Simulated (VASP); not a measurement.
Set up this calculation in VASP 6.6.1, as the native input.

| Quantity | Value |
| --- | --- |
| Task | single point |
| Functional | PBE |
| Potentials or basis | VASP PAW PBE potentials, release 64 (Si, Mo_sv) |
| Cutoff | 520 eV |
| k mesh | 6 × 6 × 1 |
| Occupations | gaussian, width 0.1 eV |
| Spin | collinear spin |
| Starting moments | [0.0, 0.0, 1.0] μB |
| Dipole correction | yes |
| Further INCAR settings | ALGO = Normal; EDIFF = 1e-07; NBANDS = 22 |

The structure of Si2Mo lies in POSCAR:

```
Si2Mo
1.0
    4.3630885410     -0.0000002465      0.0000000000
   -2.1815440570      3.7785456387      0.0000000000
    0.0000000000      0.0000000000     23.8000000000
Si Mo
2 1
Direct
    0.6666666667      0.3333333333      0.2941176471
    0.3333333333      0.6666666667      0.2941176471
    0.0000000000      0.0000000000      0.2941176471
```

The cell was generated, and may not be a known phase.

The input as run:

INCAR

```
PREC = Accurate
ENCUT = 520
EDIFF = 1E-7
ISMEAR = 0
SIGMA = 0.1
LREAL = F
LASPH = T
NELM = 150
ALGO = Normal
ISIF = 2
LWAVE = F
LCHARG = F
ISPIN = 2
MAGMOM = 0 0 1
LORBIT = 11
LMAXMIX = 4
LDIPOL = T
IDIPOL = 3
DIPOL = 0.5 0.5 0.294
GGA = PE
NBANDS = 22
```

KPOINTS

```
Automatic mesh
0
Gamma
  6 6 1
```

Potentials or basis: VASP PAW PBE potentials, release 64 (Si, Mo_sv).

Command:

```console
$ cat potpaw_PBE.64/Si/POTCAR potpaw_PBE.64/Mo_sv/POTCAR > POTCAR
$ mpirun -np 1 vasp_std > vasp.out
```

Results of the run:

```yaml
Net_moment: 1.67 μB per cell
Site_moments: Si -0.05; Mo +1.40 μB
Valence_electrons_inside_the_program's_atomic_spheres: Si 1.63; Mo 12.59
```

Wall time 6.1 min on 1 thread of Intel(R) Xeon(R) Platinum 8488C (Sapphire Rapids), on a shared host, peak memory 0.6 GiB.
